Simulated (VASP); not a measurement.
# AlP2 (P6_3mc) in VASP: notebook

Runs on AlP2. Level: PBE. Tasks: single point.

Everything below comes from runs of VASP 6.6.1. Logs are shortened: lines on timing, memory, paths and dates and some standing lists are left out, and cuts for length are marked.

## Step 1: The cell of the first run

It takes space group P6_3mc (No. 186, hexagonal). Conventional cell: a = 3.447 Å, b = 3.447 Å, c = 9.441 Å, α = 90.00°, β = 90.00°, γ = 120.00°. Al (site symmetry 3m) has 7 P at 2.54 to 3.14 Å within 3.4 Å. Within 3.3 Å of P (site symmetry 3m) lie 3 P at 2.51 Å and 4 Al at 2.54 to 3.14 Å. Within 3.3 Å of P (site symmetry 3m) lie 3 P at 2.51 Å and 3 Al at 2.56 Å.

## Step 2: Single point, PBE

Contents of INCAR:

```
PREC     = Accurate       # precision mode
ENCUT    = 520            # plane-wave cutoff, eV
EDIFF    = 1E-7           # SCF threshold, eV
ISMEAR   = 0              # smearing method
SIGMA    = 0.1            # smearing width, eV
LREAL    = F              # projectors in reciprocal space
LASPH    = T              # aspherical terms in the spheres
NELM     = 100            # most SCF steps
ALGO     = Normal         # electronic algorithm
ISIF     = 2              # what is computed and relaxed
LWAVE    = F              # write WAVECAR
LCHARG   = F              # write CHGCAR
GGA      = PE             # functional
NBANDS   = 22             # bands
```

Contents of KPOINTS:

```
Automatic mesh
0
Gamma
  6 6 2
```

Contents of POSCAR:

```
AlP2
1.0
    3.4466713298      0.0000000000      0.0000000000
   -1.7233356649      2.9849049301      0.0000000000
    0.0000000000      0.0000000000      9.4414572101
Al P
2 4
Direct
    0.3333333333      0.6666666667      0.3763136945
    0.6666666667      0.3333333333      0.8763136945
    0.3333333333      0.6666666667      0.0435566459
    0.6666666667      0.3333333333      0.5435566459
    0.0000000000      0.0000000000      0.2051296595
    0.0000000000      0.0000000000      0.7051296595
```

Potentials or basis: VASP PAW PBE potentials, release 64 (Al, P).

Started as:

```
cat potpaw_PBE.64/Al/POTCAR potpaw_PBE.64/P/POTCAR > POTCAR
mpirun -np 1 vasp_std > vasp.out
```

OUTCAR:

```text
PREC = Accurate
   ENCUT = 520
   EDIFF = 1E-7
   ISMEAR = 0
   LREAL = F
   LASPH = T
   NELM = 100
   ISIF = 2
   GGA = PE

 ion  position               nearest neighbor table
   1  0.333  0.667  0.376-   4 2.54   4 2.54   4 2.54   5 2.56   5 2.56   5 2.56   3 3.14
   2  0.667  0.333  0.876-   3 2.54   3 2.54   3 2.54   6 2.56   6 2.56   6 2.56   4 3.14
   3  0.333  0.667  0.044-   5 2.51   5 2.51   5 2.51   2 2.54   2 2.54   2 2.54   1 3.14
   4  0.667  0.333  0.544-   6 2.51   6 2.51   6 2.51   1 2.54   1 2.54   1 2.54   2 3.14
   5  0.000  0.000  0.205-   3 2.51   3 2.51   3 2.51   1 2.56   1 2.56   1 2.56
   6  0.000  0.000  0.705-   4 2.51   4 2.51   4 2.51   2 2.56   2 2.56   2 2.56

  LATTYP: Found a hexagonal cell.
 ALAT       =     3.4466713298
 C/A-ratio  =     2.7392972253

  Lattice vectors:

 A1 = (   3.4466713298,   0.0000000000,   0.0000000000)
 A2 = (  -1.7233356649,   2.9849049301,   0.0000000000)
 A3 = (   0.0000000000,   0.0000000000,   9.4414572101)

Analysis of symmetry for initial positions (statically):
=====================================================================
 Subroutine PRICEL returns:
 Original cell was already a primitive cell.

 Routine SETGRP: Setting up the symmetry group for a
 hexagonal supercell.

 Subroutine GETGRP returns: Found 12 space group operations
 (whereof  6 operations were pure point group operations)
 out of a pool of 24 trial point group operations.

The static configuration has the point symmetry C_3v.
 The point group associated with its full space group is C_6v.

Analysis of symmetry for dynamics (positions and initial velocities):
=====================================================================
 Subroutine PRICEL returns:
 Original cell was already a primitive cell.

 Routine SETGRP: Setting up the symmetry group for a
 hexagonal supercell.

 Subroutine GETGRP returns: Found 12 space group operations
 (whereof  6 operations were pure point group operations)
 out of a pool of 24 trial point group operations.

The dynamic configuration has the point symmetry C_3v.
 The point group associated with its full space group is C_6v.

 Subroutine INISYM returns: Found 12 space group operations
 (whereof  6 operations are pure point group operations),
 and found     1 'primitive' translations

----------------------------------------------------------------------------------------

                                     Primitive cell

  volume of cell :      97.1336

  direct lattice vectors                    reciprocal lattice vectors
     3.446671330  0.000000000  0.000000000     0.290135004  0.167509523  0.000000000
    -1.723335665  2.984904930  0.000000000     0.000000000  0.335019045  0.000000000
     0.000000000  0.000000000  9.441457210     0.000000000  0.000000000  0.105915854

  length of vectors
     3.446671330  3.446671330  9.441457210     0.335019045  0.335019045  0.105915854

  position of ions in fractional coordinates (direct lattice)
     0.333333333  0.666666667  0.376313694
     0.666666667  0.333333333  0.876313694
     0.333333333  0.666666667  0.043556646
     0.666666667  0.333333333  0.543556646
     0.000000000  0.000000000  0.205129660
     0.000000000  0.000000000  0.705129660

  ion indices of the primitive-cell ions
   primitive index   ion index
                 1           1
                 2           2
                 3           3
                 4           4
                 5           5
                 6           6

----------------------------------------------------------------------------------------

 KPOINTS: Automatic mesh

Automatic generation of k-mesh.
 Grid dimensions read from file:
 generate k-points for:    6    6    2

 Generating k-lattice:

  Cartesian coordinates                     Fractional coordinates (reciprocal lattice)
     0.048355834  0.027918254  0.000000000     0.166666667 -0.000000000  0.000000000
     0.000000000  0.055836508  0.000000000     0.000000000  0.166666667  0.000000000
     0.000000000  0.000000000  0.052957927     0.000000000  0.000000000  0.500000000

  Length of vectors
     0.055836508  0.055836508  0.052957927

  Shift w.r.t. Gamma in fractional coordinates (k-lattice)
     0.000000000  0.000000000  0.000000000

 Subroutine IBZKPT returns following result:
 ===========================================

 Found     14 irreducible k-points:

 Following reciprocal coordinates:
            Coordinates               Weight
  0.000000  0.000000  0.000000      1.000000
  0.166667  0.000000  0.000000      6.000000
  0.333333  0.000000  0.000000      6.000000
  0.500000  0.000000  0.000000      3.000000
  0.166667  0.166667  0.000000      6.000000
  0.333333  0.166667  0.000000     12.000000
  0.333333  0.333333  0.000000      2.000000
  0.000000  0.000000  0.500000      1.000000
  0.166667  0.000000  0.500000      6.000000
  0.333333  0.000000  0.500000      6.000000
  0.500000  0.000000  0.500000      3.000000
  0.166667  0.166667  0.500000      6.000000
  0.333333  0.166667  0.500000     12.000000
  0.333333  0.333333  0.500000      2.000000
   k-points           NKPTS =     14   k-points in BZ     NKDIM =     14   number of bands    NBANDS=     22
   number of dos      NEDOS =    301   number of ions     NIONS =      6
   total plane-waves  NPLWV =  54880
   dimension x,y,z NGX =    28 NGY =   28 NGZ =   70
   dimension x,y,z NGXF=    56 NGYF=   56 NGZF=  140
   ions per type =               2   4
   NGX,Y,Z   is equivalent  to a cutoff of  13.51, 13.51, 12.33 a.u.
   NGXF,Y,Z  is equivalent  to a cutoff of  27.01, 27.01, 24.65 a.u.
 SYSTEM =  unknown system
   PREC   = accura    normal or accurate (medium, high low for compatibility)
   ISTART =      0    job   : 0-new  1-cont  2-samecut
   ICHARG =      2    charge: 1-file 2-atom 10-const
   ISPIN  =      1    spin polarized calculation?
   LNONCOLLINEAR =      F non collinear calculations
   LSORBIT =      F    spin-orbit coupling
   LASPH  =      T    aspherical Exc in radial PAW
   ENCUT  =  520.0 eV  38.22 Ry    6.18 a.u.   6.41  6.41 17.55*2*pi/ulx,y,z
   NELM   =    100;   NELMIN=  2; NELMDL= -5     # of ELM steps
   EDIFF  = 0.1E-06   stopping-criterion for ELM
   LREAL  =      F    real-space projection
   EDIFFG = 0.1E-05   stopping-criterion for IOM
   NSW    =      0    number of steps for IOM
   IBRION =     -1    ionic relax: 0-MD 1-quasi-New 2-CG
   NFREE  =      0    steps in history (QN), initial steepest desc. (CG)
   ISIF   =      2    stress and relaxation
   ISYM   =      2    0-nonsym 1-usesym 2-fastsym
   POTIM  = 0.5000    time-step for ionic-motion
   TEBEG  =    0.0;   TEEND  =   0.0 temperature during run
   PSTRESS=    0.0 pullay stress
   NELECT =      26.0000    total number of electrons
   NUPDOWN=      -1.0000    fix difference up-down
   EMIN   =  10.00;   EMAX   =-10.00  energy-range for DOS
   EFERMI =   0.00;   METHOD = LEGACY
   ISMEAR =     0;   SIGMA  =   0.10  broadening in eV -4-tet -1-fermi 0-gaus
   EFERMI_NEDOS =   21; number of points for ismear=-14 and -15
   IALGO  =     38    algorithm
   IMIX   =      4    mixing-type and parameters
     AMIX     =   0.40;   BMIX     =  1.00
     AMIX_MAG =   1.60;   BMIX_MAG =  1.00
  volume/ion in A,a.u.               =      16.19       109.25
  Fermi-wavevector in a.u.,A,eV,Ry     =   1.055058  1.993770 15.145276  1.113146
  Thomas-Fermi vector in A             =   2.190241
   LORBIT       =      0    0 simple, 1 ext, 2 COOP (PROOUT), +10 PAW based schemes
   GGA     = PE    functional components
   LHFCALC =     F    Hartree Fock is set to
   AEXX    =    0.0000 exact exchange contribution
   IVDW    =     0    specifies the selected vdW correction
   LEPSILON=     F    determine dielectric tensor
   LRPA    =     F    only Hartree local field effects (RPA)
 non-spin polarized calculation
 Gauss-broadening in eV      SIGMA  =   0.10
  energy-cutoff  :      520.00
  volume of cell :       97.13
 maximum number of plane-waves:      2649
 NGX is ok and might be reduce to    28
   NGX = 13   NGY = 13   NGZ = 35

 number of electron      25.9999999 magnetization

 Free energy of the ion-electron system (eV)
  ---------------------------------------------------
  ext. energy  EPLUGINS =         0.00000000
  ---------------------------------------------------
  free energy    TOTEN  =       -28.60130627 eV

  energy without entropy =      -28.58397600  energy(sigma->0) =      -28.59264113

 E-fermi :   8.1010     XC(G=0): -10.5933

 val. band max:        8.1001687723   @ k =   0.1667   0.0000   0.0000
 cond. band min:       8.1667309768   @ k =   0.3333   0.1667   0.0000
 fundamental gap:      0.0665622045
 Fermi energy:         8.1009739476

 k-point     1 :       0.0000    0.0000    0.0000
  band No.  band energies     occupation
      1      -6.5547      2.00000
      2      -5.8983      2.00000
      3      -3.4816      2.00000
      4      -0.8493      2.00000
      5       1.2419      2.00000
      6       6.0292      2.00000
[... 14 lines left out ...]
     21      13.4545      0.00000
     22      13.6516      0.00000

 k-point     2 :       0.1667    0.0000    0.0000
  band No.  band energies     occupation
      1      -6.1523      2.00000
      2      -5.5121      2.00000
      3      -3.1042      2.00000
      4      -0.6488      2.00000
      5       1.6421      2.00000
      6       4.2252      2.00000
[... 14 lines left out ...]
     21      13.2194      0.00000
     22      13.8995      0.00000

 k-point     3 :       0.3333    0.0000    0.0000
  band No.  band energies     occupation
      1      -4.9926      2.00000
      2      -4.4217      2.00000
      3      -2.1565      2.00000
      4      -0.7925      2.00000
      5       1.3635      2.00000
      6       2.3851      2.00000
[... 14 lines left out ...]
     21      13.6942      0.00000
     22      14.1423      0.00000
[... 226 lines left out ...]
 k-point    13 :       0.3333    0.1667    0.5000
  band No.  band energies     occupation
      1      -3.7407      2.00000
      2      -3.7407      2.00000
      3      -1.6110      2.00000
      4      -1.6110      2.00000
      5       1.4365      2.00000
      6       1.4365      2.00000
[... 14 lines left out ...]
     21      14.2127      0.00000
     22      14.2127      0.00000

 k-point    14 :       0.3333    0.3333    0.5000
  band No.  band energies     occupation
      1      -2.5120      2.00000
      2      -2.5120      2.00000
      3      -2.3970      2.00000
      4      -2.3970      2.00000
      5       1.4076      2.00000
      6       1.4076      2.00000
[... 14 lines left out ...]
     21      15.0717      0.00000
     22      15.0717      0.00000

------------------------ aborting loop because EDIFF is reached ----------------------------------------

  FORCE on cell =-STRESS in cart. coord.  units (eV):
  Direction    XX          YY          ZZ          XY          YZ          ZX
  --------------------------------------------------------------------------------------
  -------------------------------------------------------------------------------------
  Total       -0.0842611     -0.0842611     -0.1121535     -0.0000000      0.0000000      0.0000000
  in kB       -1.3898505     -1.3898505     -1.8499240     -0.0000000      0.0000000      0.0000000
  external PRESSURE =      -1.5432083 kB  Pullay stress =       0.0000000 kB

 VOLUME and BASIS-vectors are now :
 -----------------------------------------------------------------------------
  energy-cutoff  :      520.00
  volume of cell :       97.13
      direct lattice vectors                 reciprocal lattice vectors
     3.446671330  0.000000000  0.000000000     0.290135004  0.167509523  0.000000000
    -1.723335665  2.984904930  0.000000000     0.000000000  0.335019045  0.000000000
     0.000000000  0.000000000  9.441457210     0.000000000  0.000000000  0.105915854

 POSITION                                       TOTAL-FORCE (eV/Angst)
 -----------------------------------------------------------------------------------
     -0.00000      1.98994      3.55295        -0.000000      0.000000     -0.004915
      1.72334      0.99497      8.27368         0.000000     -0.000000     -0.004915
     -0.00000      1.98994      0.41124        -0.000000      0.000000      0.010291
      1.72334      0.99497      5.13197         0.000000     -0.000000      0.010291
      0.00000      0.00000      1.93672         0.000000      0.000000     -0.005376
      0.00000      0.00000      6.65745        -0.000000     -0.000000     -0.005376
 -----------------------------------------------------------------------------------
    total drift:                                0.000000      0.000000     -0.000037

  FREE ENERGIE OF THE ION-ELECTRON SYSTEM (eV)
  ---------------------------------------------------
  free  energy   TOTEN  =       -28.6013062685 eV

  energy  without entropy=      -28.5839759966  energy(sigma->0) =      -28.59264113
```

Wall time 18 s (1 thread of AMD EPYC 9R45 (Zen 5), shared host); peak memory 0.18 GiB.

Results:

- Free energy: -28.6013 eV
- Pressure: -0.2 GPa
- Largest force: 0.010 eV/Å
- Band gap on the k mesh: zero (band 13 reaches 9.34 eV, above the bottom of band 14 at 6.95 eV)

Forces in eV/Å, atoms in the order of the input:
```
Al   0.000  0.000 -0.005
Al   0.000  0.000 -0.005
P    0.000  0.000  0.010
P    0.000  0.000  0.010
P    0.000  0.000 -0.005
P    0.000  0.000 -0.005
```

## Step 3: Single point, PBE

This run uses another cell than the first one, of 17.51 Å³/atom, 1.081 times its volume.

Contents of INCAR:

```
SYSTEM = AlP2
ALGO     = Normal         ! electronic algorithm
EDIFF    = 1E-7           ! SCF threshold, eV
ENCUT    = 520            ! plane-wave cutoff, eV
GGA      = PE             ! functional
ISIF     = 2              ! what is computed and relaxed
ISMEAR   = 0              ! smearing method
LASPH    = .True.         ! aspherical terms in the spheres
LCHARG   = .True.         ! write CHGCAR
LELF     = .True.         ! ELF
LREAL    = .False.        ! projectors in reciprocal space
LVHAR    = .True.       
LWAVE    = .False.        ! write WAVECAR
NBANDS   = 22             ! bands
NELM     = 100            ! most SCF steps
PREC     = Accurate       ! precision mode
SIGMA    = 0.1            ! smearing width, eV
```

Contents of KPOINTS:

```
k-points
0
Gamma
  6 6 2
  0 0 0
```

Contents of POSCAR:

```
AlP2
1.0
    3.3759913888      0.0000000000      0.0000000000
   -1.6879956944      2.9236943057      0.0000000000
    0.0000000000      0.0000000000     10.6413634935
Al P
2 4
Direct
    0.3333333333      0.6666666667      0.3750000000
    0.6666666667      0.3333333333      0.8750000000
    0.3333333333      0.6666666667      0.0000000000
    0.6666666667      0.3333333333      0.5000000000
    0.0000000000      0.0000000000      0.2500000000
    0.0000000000      0.0000000000      0.7500000000
```

Potentials or basis: VASP PAW PBE potentials, release 64 (Al, P).

Started as:

```
cat potpaw_PBE.64/Al/POTCAR potpaw_PBE.64/P/POTCAR > POTCAR
mpirun -np 1 vasp_std > vasp.out
```

It took 24 s on 1 thread of AMD EPYC 9R45 (Zen 5), shared host; peak memory 0.2 GiB.

The run converged. Its results:

* Free energy: -26.3330 eV
* Pressure: 9.3 GPa
* Largest force: 1.660 eV/Å
* Band gap on the k mesh: zero (band 13 reaches 7.55 eV, above the bottom of band 14 at 5.39 eV)

Forces on the atoms (eV/Å):
```
Al   0.000  0.000 -0.095
Al   0.000  0.000 -0.095
P    0.000  0.000  1.660
P    0.000  0.000  1.660
P    0.000  0.000 -1.565
P    0.000  0.000 -1.565
```

Stress tensor (GPa, compression positive):
```
12.67  0.00  0.00
 0.00 12.67  0.00
 0.00  0.00  2.52
```

Levels at points of the mesh, in eV from the Fermi level:
| k point | band 11 | band 12 | band 13 | band 14 | band 15 | band 16 |
| --- | --- | --- | --- | --- | --- | --- |
| (0.00, 0.00, 0.00) | 0.94 | 1.25 | 1.25 | 1.52 | 1.52 | 2.61 |
| (0.50, 0.00, 0.00) | -1.64 | -1.29 | -0.04 | 0.24 | 0.81 | 1.07 |
| (0.00, 0.00, 0.50) | 1.08 | 1.08 | 1.41 | 1.41 | 1.41 | 1.41 |
| (0.50, 0.00, 0.50) | -1.39 | -1.39 | -0.20 | -0.20 | 0.66 | 0.66 |

Caveat: forces of over 1 eV/Å act on the atoms, so gaps and moduli don't describe the material at rest.
